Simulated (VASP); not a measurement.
# NiO (Fm-3m) in VASP: settings compared

The runs below take NiO through vibrations by perturbation theory, single point, with PBEsol, PBEsol+U.

Everything below comes from runs of VASP 6.6.1. Logs are shortened: lines on timing, memory, paths and dates and some standing lists are left out, and cuts for length are marked.

**1. The cell of the first run**

The structure is cubic, space group Fm-3m (No. 225). The conventional cell has a = 4.172 Å, b = 4.172 Å, c = 4.172 Å, α = 90.00°, β = 90.00°, γ = 90.00°. Ni (site symmetry m-3m) has 6 O at 2.09 Å within 2.8 Å. O (site symmetry m-3m) has 6 Ni at 2.09 Å within 2.8 Å.

**2. Vibrations by perturbation theory, PBEsol, collinear spin, ferromagnetic start**

INCAR reads:

```
SYSTEM = NiO
  ALGO = Normal
  EDIFF = 1E-8
  ENCUT = 520
  GGA = PS
  IBRION = 8
  ISIF = 2
  ISMEAR = -1
  ISPIN = 2
  LASPH = .TRUE.
  LCHARG = .FALSE.
  LMAXMIX = 4
  LORBIT = 11
  LREAL = .FALSE.
  LWAVE = .FALSE.
  MAGMOM = 1 0
  NELM = 150
  NSW = 1
  PREC = Accurate
  SIGMA = 0.05
```

KPOINTS reads:

```
k-points
0
G
  8 8 8
  0 0 0
```

POSCAR reads:

```
NiO
1.0
    0.0000000000      2.0859016414      2.0859016414
    2.0859016414      0.0000000000      2.0859016414
    2.0859016414      2.0859016414      0.0000000000
Ni O
1 1
Direct
    0.0000000000      0.0000000000      0.0000000000
    0.5000000000      0.5000000000      0.5000000000
```

Potentials or basis: VASP PAW PBE potentials, release 64 (Ni, O).

Run with:

```bash
$ cat potpaw_PBE.64/Ni/POTCAR potpaw_PBE.64/O/POTCAR > POTCAR
$ mpirun -np 1 vasp_std > vasp.out
```

OUTCAR:

```text
SYSTEM = NiO
   EDIFF = 1E-8
   ENCUT = 520
   GGA = PS
   IBRION = 8
   ISIF = 2
   ISMEAR = -1
   ISPIN = 2
   LASPH = .TRUE.
   LORBIT = 11
   LREAL = .FALSE.
   NELM = 150
   NSW = 1
   PREC = Accurate

 ion  position               nearest neighbor table
   1  0.000  0.000  0.000-   2 2.09   2 2.09   2 2.09   2 2.09   2 2.09   2 2.09
   2  0.500  0.500  0.500-   1 2.09   1 2.09   1 2.09   1 2.09   1 2.09   1 2.09

  LATTYP: Found a face centered cubic cell.
 ALAT       =     4.1718032828

  Lattice vectors:

 A1 = (   0.0000000000,   2.0859016414,   2.0859016414)
 A2 = (   2.0859016414,   0.0000000000,   2.0859016414)
 A3 = (   2.0859016414,   2.0859016414,   0.0000000000)

Analysis of symmetry for initial positions (statically):
=====================================================================
 Subroutine PRICEL returns:
 Original cell was already a primitive cell.

 Routine SETGRP: Setting up the symmetry group for a
 face centered cubic supercell.

 Subroutine GETGRP returns: Found 48 space group operations
 (whereof 48 operations were pure point group operations)
 out of a pool of 48 trial point group operations.

The static configuration has the point symmetry O_h .

Analysis of symmetry for dynamics (positions and initial velocities):
=====================================================================
 Subroutine PRICEL returns:
 Original cell was already a primitive cell.

 Routine SETGRP: Setting up the symmetry group for a
 face centered cubic supercell.

 Subroutine GETGRP returns: Found 48 space group operations
 (whereof 48 operations were pure point group operations)
 out of a pool of 48 trial point group operations.

The dynamic configuration has the point symmetry O_h .

Analysis of structural, dynamic, and magnetic symmetry:
=====================================================================
 Subroutine PRICEL returns:
 Original cell was already a primitive cell.

 Routine SETGRP: Setting up the symmetry group for a
 face centered cubic supercell.

 Subroutine GETGRP returns: Found 48 space group operations
 (whereof 48 operations were pure point group operations)
 out of a pool of 48 trial point group operations.

The overall configuration has the point symmetry O_h .

[... 954 lines left out ...]
 -----------------------------------------------------------------------------------
    total drift:                                0.000000     -0.000000     -0.000000

  FREE ENERGIE OF THE ION-ELECTRON SYSTEM (eV)
  ---------------------------------------------------
  free  energy   TOTEN  =       -12.3844010542 eV

  energy  without entropy=      -12.3706439900  energy(sigma->0) =      -12.37752252

[... ionic steps 2 to 3 ...]

--------------------------------------- Ionic step        4  -------------------------------------------

------------------------ aborting loop because EDIFF is reached ----------------------------------------

[... ionic steps 5 to 6 ...]

--------------------------------------- Ionic step        7  -------------------------------------------

 Free energy of the ion-electron system (eV)
  ---------------------------------------------------
  ---------------------------------------------------
  free energy    TOTEN  =        -0.35142869 eV

  energy without entropy =       -0.35142868

------------------------ aborting loop because EDIFF is reached ----------------------------------------

 INTERNAL STRAIN TENSOR  FOR ION    2  DIRECTION 1   (eV/Angst):
 -----------------------------------------------------------------------------
     0.00790 -0.00000  0.00000
     0.00000  0.00010 -0.00000
     0.00000 -0.00000  0.00010

 INTERNAL STRAIN TENSOR FOR ION    2 for displacements in x,y,z  (eV/Angst):
          X           Y           Z          XY          YZ          ZX
  --------------------------------------------------------------------------------
  x     0.00000     0.00000     0.00000     0.00000     0.00000     0.00000
  y     0.00000     0.00000     0.00000     0.00000     0.00000     0.00000
  z     0.00000     0.00000     0.00000     0.00000     0.00000     0.00000

 SECOND DERIVATIVES (NOT SYMMETRIZED)
 ------------------------------------
               1X          1Y          1Z          2X          2Y          2Z
  1X    -4.273407    0.000000    0.000000    4.273407    0.000000    0.000000
  1Y     0.000000   -4.273407    0.000000    0.000000    4.273407    0.000000
  1Z     0.000000    0.000000   -4.273407    0.000000    0.000000    4.273407
  2X     4.276879    0.000000    0.000000   -4.276879    0.000000    0.000000
  2Y     0.000000    4.276879    0.000000    0.000000   -4.276879    0.000000
  2Z     0.000000    0.000000    4.276879    0.000000    0.000000   -4.276879

 Eigenvectors and eigenvalues of the dynamical matrix
 ----------------------------------------------------

   1 f  =    9.117287 THz    57.285603 2PiTHz  304.119956 cm-1    37.706052 meV
             X         Y         Z           dx          dy          dz
      0.000000  0.000000  0.000000    -0.462690    0.000000    0.000000
      2.085902  2.085902  2.085902     0.886520    0.000000    0.000000
[... 21 lines left out ...]
   6 f/i=    0.001518 THz     0.009540 2PiTHz    0.050645 cm-1     0.006279 meV
             X         Y         Z           dx          dy          dz
      0.000000  0.000000  0.000000     0.000000    0.000000    0.886520
      2.085902  2.085902  2.085902     0.000000    0.000000    0.462690

--------------------------------------------------------------------------------------------------------

 ELASTIC MODULI CONTR FROM IONIC RELAXATION (kBar)
 Direction    XX          YY          ZZ          XY          YZ          ZX
 --------------------------------------------------------------------------------
 XX           0.0000      0.0000      0.0000      0.0000      0.0000      0.0000
 YY           0.0000      0.0000      0.0000      0.0000      0.0000      0.0000
 ZZ           0.0000      0.0000      0.0000      0.0000      0.0000      0.0000
 XY           0.0000      0.0000      0.0000      0.0000      0.0000      0.0000
 YZ           0.0000      0.0000      0.0000      0.0000      0.0000      0.0000
 ZX           0.0000      0.0000      0.0000      0.0000      0.0000      0.0000
 --------------------------------------------------------------------------------

 total charge

# of ion       s       p       d       tot
------------------------------------------
    1        0.333   0.402   8.315   9.050
    2        1.560   3.362   0.000   4.923
--------------------------------------------------
tot          1.893   3.765   8.315  13.972

 magnetization (x)

# of ion       s       p       d       tot
------------------------------------------
    1        0.009   0.011   0.857   0.877
    2        0.019   0.114   0.000   0.133
--------------------------------------------------
tot          0.029   0.125   0.857   1.010
```

Wall time 58 s (1 thread of Intel Xeon 6975P-C (Granite Rapids), shared host); peak memory 0.21 GiB.

Results:

* Net moment: 1.03 μB per cell
* Site moments: Ni +0.88; O +0.13 μB
* Valence electrons inside the program's atomic spheres: Ni 9.05; O 4.92
* Highest phonon frequency at Γ, LO-TO splitting left out: 304 cm⁻¹

Phonon frequencies in cm⁻¹ (negative: imaginary):
```
              q point        frequencies
(0.000, 0.000, 0.000)  0 0 0 304 304 304
```

Caveat: the cell wasn't relaxed at this level first, which shifts response properties; the PAW data sets were made with another functional, which shifts forces and pressure a little; a cell with one magnetic atom can't hold antiferromagnetic order, which such compounds often take.

**3. Single point, PBEsol+U, collinear spin, ferromagnetic start**

INCAR reads:

```
SYSTEM = NiO
ALGO     = Normal         ! electronic algorithm
EDIFF    = 1E-7           ! SCF threshold, eV
ENCUT    = 520            ! plane-wave cutoff, eV
GGA      = PS             ! functional
ISIF     = 2              ! what is computed and relaxed
ISMEAR   = -1             ! smearing method
ISPIN    = 2              ! spin polarisation
LASPH    = .True.         ! aspherical terms in the spheres
LCHARG   = .False.        ! write CHGCAR
LDAU     = .True.         ! DFT+U
LDAUJ    = 0 0          
LDAUL    = 2 -1           ! shell
LDAUPRINT= 1            
LDAUTYPE = 2            
LDAUU    = 4 0            ! U, eV
LMAXMIX  = 4              ! l up to which the mixer works
LORBIT   = 11             ! projections on sites
LREAL    = .False.        ! projectors in reciprocal space
LWAVE    = .False.        ! write WAVECAR
MAGMOM   = 1 0            ! initial moments
NBANDS   = 19             ! bands
NELM     = 150            ! most SCF steps
PREC     = Accurate       ! precision mode
SIGMA    = 0.05           ! smearing width, eV
```

KPOINTS reads:

```
k-points
0
Gamma
  11 11 11
  0 0 0
```

POSCAR is that of step 2.

Potentials or basis: VASP PAW PBE potentials, release 64 (Ni, O).

Run with:

```bash
$ cat potpaw_PBE.64/Ni/POTCAR potpaw_PBE.64/O/POTCAR > POTCAR
$ mpirun -np 1 vasp_std > vasp.out
```

Run time: 16 s. Hardware: 1 thread of Intel Xeon 6975P-C (Granite Rapids), shared host; peak memory 0.17 GiB.

Results (log left out):

```
Free energy                                           : -11.3382 eV
Pressure                                              : -4.5 GPa
Band gap on the k mesh                                : 1.16 eV, indirect (least direct gap 1.95 eV)
Net moment                                            : 2.00 μB per cell
Site moments                                          : Ni +1.74; O +0.24 μB
Valence electrons inside the program's atomic spheres : Ni 9.01; O 4.99
```

Levels at points of the mesh, in eV from the valence-band top:
Spin up:
| k point | band 5 | band 6 | band 7 | band 8 | band 9 | band 10 | band 11 | band 12 | band 13 | band 14 |
| --- | --- | --- | --- | --- | --- | --- | --- | --- | --- | --- |
| (0.00, 0.00, 0.00) | -4.14 | -4.14 | -1.97 | -1.97 | -1.97 | 2.27 | 18.24 | 18.24 | 18.24 | 18.40 |
Spin down:
| k point | band 3 | band 4 | band 5 | band 6 | band 7 | band 8 | band 9 | band 10 | band 11 | band 12 |
| --- | --- | --- | --- | --- | --- | --- | --- | --- | --- | --- |
| (0.00, 0.00, 0.00) | -3.09 | -3.08 | -1.49 | -1.49 | -1.49 | 1.16 | 1.16 | 2.65 | 18.35 | 18.53 |

Eigenvalues of the final occupation matrices:
```tsv
site	spin	trace	eigenvalues
site 1 d	1	4.98	0.98 0.98 0.98 1.03 1.03
site 1 d	2	3.27	0.18 0.18 0.97 0.97 0.97
```

Caveat: the PAW data sets were made with another functional, which shifts forces and pressure a little; a cell with one magnetic atom can't hold antiferromagnetic order, which such compounds often take. The state reached can hang on the start; a lower one may exist.
